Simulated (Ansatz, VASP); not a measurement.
YN: VASP beside Ansatz

```xyz
2
Lattice="0.0000 2.4385 2.4385 2.4385 0.0000 2.4385 2.4385 2.4385 0.0000" Properties=species:S:1:pos:R:3 pbc="T T T"
Y     0.0000    0.0000    0.0000
N     2.4385    2.4385    2.4385
```

Alike in both runs: task single point; functional LDA; k mesh 8 × 8 × 8; occupations fermi-dirac, width 0.0272 eV; no spin polarisation.

|  | VASP | Ansatz |
| --- | --- | --- |
| version | VASP 6.6.1 | Ansatz 0.2.0 |
| potentials or method | VASP PAW LDA potentials, release 64 (Y_sv, N), cutoff 600 eV | all-electron LAPW, scalar-relativistic |

```csv
,VASP,Ansatz,Ansatz less VASP
pressure (GPa),-5.8,-5.9,-0.10
```

LDA's correlation is that of Perdew and Zunger in VASP and of Perdew and Wang (1992) in Ansatz. Ansatz ran all-electron here, and VASP with PAW potentials. Ansatz's warnings: optics on partly filled bands.
